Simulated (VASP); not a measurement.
# K (Im-3m) in VASP: single point with r2SCAN

Aim: the single point of K with r2SCAN.

All numbers are computed with VASP 6.6.1; they aren't measurements. Logs are shortened: lines on timing, memory, paths and dates and some standing lists are left out, and cuts for length are marked.

### Step 1. The cell of the first run

The structure is cubic, space group Im-3m (No. 229). The conventional cell has a = 5.356 Å, b = 5.356 Å, c = 5.356 Å, α = 90.00°, β = 90.00°, γ = 90.00°.

### Step 2. Single point, r2SCAN

Contents of POSCAR:

```
K
1.0
   -2.6781550000      2.6781550000      2.6781550000
    2.6781550000     -2.6781550000      2.6781550000
    2.6781550000      2.6781550000     -2.6781550000
K
1
Direct
    0.0000000000      0.0000000000      0.0000000000
```

Contents of INCAR.step1:

```
SYSTEM = K
PREC = Accurate
ENCUT = 520
ISMEAR = -1
SIGMA = 0.0258
LREAL = .False.
LASPH = .True.
NELM = 80
NBANDS = 10
GGA = PE
ALGO = Normal
EDIFF = 1E-4
LWAVE = .True.
LCHARG = .False.
```

Contents of INCAR.step2:

```
SYSTEM = K
PREC = Accurate
ENCUT = 520
EDIFF = 1E-6
ISMEAR = -1
SIGMA = 0.0258
LREAL = .False.
LASPH = .True.
NELM = 80
ALGO = Normal
ISIF = 2
LWAVE = .False.
LCHARG = .False.
METAGGA = R2SCAN
LMIXTAU = .True.
NBANDS = 10
ISTART = 1
```

Contents of KPOINTS:

```
Automatic mesh
0
Gamma
  9 9 9
  0 0 0
```

Potentials or basis: VASP PAW PBE potentials, release 64 (K_sv).

Run with:

```console
$ cat potpaw_PBE.64/K_sv/POTCAR > POTCAR
$ cp INCAR.step1 INCAR
$ mpirun -np 1 vasp_std > vasp.out
$ cp INCAR.step2 INCAR
$ mpirun -np 1 vasp_std > vasp.out
```

OUTCAR:

```text
SYSTEM = K
   PREC = Accurate
   ENCUT = 520
   EDIFF = 1E-6
   ISMEAR = -1
   LREAL = .False.
   LASPH = .True.
   NELM = 80
   ISIF = 2
   METAGGA = R2SCAN
   ISTART = 1

 ion  position               nearest neighbor table
   1  0.000  0.000  0.000-

  LATTYP: Found a body centered cubic cell.
 ALAT       =     5.3563100000

  Lattice vectors:

 A1 = (  -2.6781550000,   2.6781550000,   2.6781550000)
 A2 = (   2.6781550000,  -2.6781550000,   2.6781550000)
 A3 = (   2.6781550000,   2.6781550000,  -2.6781550000)

Analysis of symmetry for initial positions (statically):
=====================================================================
 Subroutine PRICEL returns:
 Original cell was already a primitive cell.

 Routine SETGRP: Setting up the symmetry group for a
 body centered cubic supercell.

 Subroutine GETGRP returns: Found 48 space group operations
 (whereof 48 operations were pure point group operations)
 out of a pool of 48 trial point group operations.

The static configuration has the point symmetry O_h .

Analysis of symmetry for dynamics (positions and initial velocities):
=====================================================================
 Subroutine PRICEL returns:
 Original cell was already a primitive cell.

 Routine SETGRP: Setting up the symmetry group for a
 body centered cubic supercell.

 Subroutine GETGRP returns: Found 48 space group operations
 (whereof 48 operations were pure point group operations)
 out of a pool of 48 trial point group operations.

The dynamic configuration has the point symmetry O_h .

 Subroutine INISYM returns: Found 48 space group operations
 (whereof 48 operations are pure point group operations),
 and found     1 'primitive' translations

----------------------------------------------------------------------------------------

                                     Primitive cell

  volume of cell :      76.8364

  direct lattice vectors                    reciprocal lattice vectors
    -2.678155000  2.678155000  2.678155000     0.000000000  0.186695692  0.186695692
     2.678155000 -2.678155000  2.678155000     0.186695692  0.000000000  0.186695692
     2.678155000  2.678155000 -2.678155000     0.186695692  0.186695692  0.000000000

  length of vectors
     4.638700531  4.638700531  4.638700531     0.264027579  0.264027579  0.264027579

  position of ions in fractional coordinates (direct lattice)
     0.000000000  0.000000000  0.000000000

  ion indices of the primitive-cell ions
   primitive index   ion index
                 1           1

----------------------------------------------------------------------------------------

 KPOINTS: Automatic mesh

Automatic generation of k-mesh.
 Grid dimensions read from file:
 generate k-points for:    9    9    9

 Generating k-lattice:

  Cartesian coordinates                     Fractional coordinates (reciprocal lattice)
     0.000000000  0.020743966  0.020743966     0.111111111  0.000000000  0.000000000
     0.020743966  0.000000000  0.020743966     0.000000000  0.111111111  0.000000000
     0.020743966  0.020743966  0.000000000     0.000000000  0.000000000  0.111111111

  Length of vectors
     0.029336398  0.029336398  0.029336398

  Shift w.r.t. Gamma in fractional coordinates (k-lattice)
     0.000000000  0.000000000  0.000000000

 Subroutine IBZKPT returns following result:
 ===========================================

 Found     35 irreducible k-points:

 Following reciprocal coordinates:
            Coordinates               Weight
  0.000000  0.000000  0.000000      1.000000
  0.111111  0.000000  0.000000     12.000000
  0.222222  0.000000  0.000000     12.000000
  0.333333  0.000000  0.000000     12.000000
  0.444444  0.000000  0.000000     12.000000
  0.111111  0.111111  0.000000     24.000000
[... 16 lines left out ...]
 -0.333333  0.444444  0.111111     48.000000
 -0.444444 -0.444444  0.111111     24.000000
 [... further k-points ...]
   k-points           NKPTS =     35   k-points in BZ     NKDIM =     35   number of bands    NBANDS=     10
   number of dos      NEDOS =    301   number of ions     NIONS =      1
   total plane-waves  NPLWV =  46656
   dimension x,y,z NGX =    36 NGY =   36 NGZ =   36
   dimension x,y,z NGXF=    72 NGYF=   72 NGZF=   72
   ions per type =               1
   NGX,Y,Z   is equivalent  to a cutoff of  12.90, 12.90, 12.90 a.u.
   NGXF,Y,Z  is equivalent  to a cutoff of  25.80, 25.80, 25.80 a.u.
 SYSTEM =  K
   PREC   = accura    normal or accurate (medium, high low for compatibility)
   ISTART =      1    job   : 0-new  1-cont  2-samecut
   ICHARG =      0    charge: 1-file 2-atom 10-const
   ISPIN  =      1    spin polarized calculation?
   LNONCOLLINEAR =      F non collinear calculations
   LSORBIT =      F    spin-orbit coupling
   LASPH  =      T    aspherical Exc in radial PAW
   ENCUT  =  520.0 eV  38.22 Ry    6.18 a.u.   8.62  8.62  8.62*2*pi/ulx,y,z
   NELM   =     80;   NELMIN=  2; NELMDL=  0     # of ELM steps
   EDIFF  = 0.1E-05   stopping-criterion for ELM
   LREAL  =      F    real-space projection
   EDIFFG = 0.1E-04   stopping-criterion for IOM
   NSW    =      0    number of steps for IOM
   IBRION =     -1    ionic relax: 0-MD 1-quasi-New 2-CG
   NFREE  =      0    steps in history (QN), initial steepest desc. (CG)
   ISIF   =      2    stress and relaxation
   ISYM   =      2    0-nonsym 1-usesym 2-fastsym
   POTIM  = 0.5000    time-step for ionic-motion
   TEBEG  =    0.0;   TEEND  =   0.0 temperature during run
   PSTRESS=    0.0 pullay stress
   NELECT =       9.0000    total number of electrons
   NUPDOWN=      -1.0000    fix difference up-down
   EMIN   =  10.00;   EMAX   =-10.00  energy-range for DOS
   EFERMI =   0.00;   METHOD = LEGACY
   ISMEAR =    -1;   SIGMA  =   0.03  broadening in eV -4-tet -1-fermi 0-gaus
   EFERMI_NEDOS =   21; number of points for ismear=-14 and -15
   IALGO  =     38    algorithm
   IMIX   =      4    mixing-type and parameters
     AMIX     =   0.40;   BMIX     =  1.00
     AMIX_MAG =   1.60;   BMIX_MAG =  1.00
  volume/ion in A,a.u.               =      76.84       518.52
  Fermi-wavevector in a.u.,A,eV,Ry     =   0.801001  1.513673  8.729543  0.641603
  Thomas-Fermi vector in A             =   1.908405
   LORBIT       =      0    0 simple, 1 ext, 2 COOP (PROOUT), +10 PAW based schemes
   METAGGA = R2SCAN    functional components
   LHFCALC =     F    Hartree Fock is set to
   AEXX    =    0.0000 exact exchange contribution
   IVDW    =     0    specifies the selected vdW correction
   LEPSILON=     F    determine dielectric tensor
   LRPA    =     F    only Hartree local field effects (RPA)
 non-spin polarized calculation
  energy-cutoff  :      520.00
  volume of cell :       76.84
 maximum number of plane-waves:      2093
   NGX = 17   NGY = 17   NGZ = 17

 number of electron       9.0000000 magnetization

 Free energy of the ion-electron system (eV)
  ---------------------------------------------------
  ext. energy  EPLUGINS =         0.00000000
  ---------------------------------------------------
  free energy    TOTEN  =        -6.01608110 eV

  energy without entropy =       -6.01474845  energy(sigma->0) =       -6.01541478

 E-fermi :  -0.1732     XC(G=0):  -5.7969

 val. band max:       -0.2280917597   @ k =  -0.3333   0.4444   0.1111
 cond. band min:      -0.0973434699   @ k =   0.4444   0.0000   0.0000
 fundamental gap:      0.1307482899
 Fermi energy:        -0.1732458955

 k-point     1 :       0.0000    0.0000    0.0000
  band No.  band energies     occupation
      1     -33.8430      2.00000
      2     -16.5169      2.00000
      3     -16.5169      2.00000
      4     -16.5169      2.00000
      5      -2.3991      2.00000
      6       4.5498      0.00000
      7       4.5499      0.00000
      8       4.5499      0.00000
      9       5.4851      0.00000
     10       5.4851      0.00000

 k-point     2 :       0.1111    0.0000    0.0000
  band No.  band energies     occupation
      1     -33.8426      2.00000
      2     -16.5239      2.00000
      3     -16.5192      2.00000
      4     -16.5169      2.00000
      5      -2.2414      2.00000
      6       4.2512      0.00000
      7       4.3353      0.00000
      8       4.6718      0.00000
      9       5.2512      0.00000
     10       5.4347      0.00000

 k-point     3 :       0.2222    0.0000    0.0000
  band No.  band energies     occupation
      1     -33.8415      2.00000
      2     -16.5417      2.00000
      3     -16.5251      2.00000
      4     -16.5169      2.00000
      5      -1.7796      2.00000
      6       3.2893      0.00000
      7       3.9110      0.00000
      8       5.0320      0.00000
      9       5.2711      0.00000
     10       5.3893      0.00000

 k-point     4 :       0.3333    0.0000    0.0000
  band No.  band energies     occupation
      1     -33.8404      2.00000
      2     -16.5616      2.00000
      3     -16.5318      2.00000
      4     -16.5169      2.00000
      5      -1.0466      2.00000
      6       2.1466      0.00000
      7       3.5420      0.00000
      8       5.3325      0.00000
      9       5.4933      0.00000
     10       5.6140      0.00000
[... 222 lines left out ...]
 k-point    22 :      -0.4444    0.4444    0.1111
  band No.  band energies     occupation
      1     -33.8393      2.00000
      2     -16.5726      2.00000
      3     -16.5387      2.00000
      4     -16.5220      2.00000
      5       0.0308      0.00073
      6       1.1027      0.00000
      7       3.3614      0.00000
      8       4.3863      0.00000
      9       5.7968      0.00000
     10       6.3690      0.00000

 k-point    23 :      -0.3333    0.4444    0.1111
  band No.  band energies     occupation
      1     -33.8392      2.00000
      2     -16.5656      2.00000
      3     -16.5422      2.00000
      4     -16.5263      2.00000
      5      -0.2281      1.78677
      6       1.7873      0.00000
      7       2.9626      0.00000
      8       4.4523      0.00000
      9       5.4006      0.00000
     10       6.0049      0.00000

 k-point    24 :      -0.4444   -0.4444    0.1111
  band No.  band energies     occupation
      1     -33.8388      2.00000
      2     -16.5703      2.00000
      3     -16.5454      2.00000
      4     -16.5263      2.00000
      5       0.6929      0.00000
      6       0.8197      0.00000
      7       2.8214      0.00000
      8       4.4026      0.00000
      9       5.5524      0.00000
     10       6.1135      0.00000

 [... further k-points ...]
[... 5 lines left out ...]
  --------------------------------------------------------------------------------------
  -------------------------------------------------------------------------------------
  Total       -0.0229750     -0.0229750     -0.0229750     -0.0000000      0.0000000     -0.0000000
  in kB       -0.4790697     -0.4790697     -0.4790697     -0.0000000      0.0000000     -0.0000000
  external PRESSURE =      -0.4790697 kB  Pullay stress =       0.0000000 kB

 VOLUME and BASIS-vectors are now :
 -----------------------------------------------------------------------------
  energy-cutoff  :      520.00
  volume of cell :       76.84
      direct lattice vectors                 reciprocal lattice vectors
    -2.678155000  2.678155000  2.678155000     0.000000000  0.186695692  0.186695692
     2.678155000 -2.678155000  2.678155000     0.186695692  0.000000000  0.186695692
     2.678155000  2.678155000 -2.678155000     0.186695692  0.186695692  0.000000000

 POSITION                                       TOTAL-FORCE (eV/Angst)
 -----------------------------------------------------------------------------------
      0.00000      0.00000      0.00000         0.000000     -0.000000      0.000000
 -----------------------------------------------------------------------------------
    total drift:                               -0.000000      0.000000      0.000000

  FREE ENERGIE OF THE ION-ELECTRON SYSTEM (eV)
  ---------------------------------------------------
  free  energy   TOTEN  =        -6.0160811042 eV

  energy  without entropy=       -6.0147484493  energy(sigma->0) =       -6.01541478
```

Run time: 54 s. Hardware: 1 thread of Intel Xeon Platinum 8488C (Sapphire Rapids), shared host; peak memory 0.21 GiB.

Results:

- Free energy: -6.0161 eV
- Pressure: 0.0 GPa

Levels at points of the mesh, in eV from the Fermi level:
```
           k point  band 1  band 2  band 3  band 4  band 5  band 6  band 7  band 8  band 9
(0.00, 0.00, 0.00)  -33.67  -16.34  -16.34  -16.34   -2.23    4.72    4.72    4.72    5.66
```

Caveat: the PAW data sets were made with another functional, which shifts forces and pressure a little.
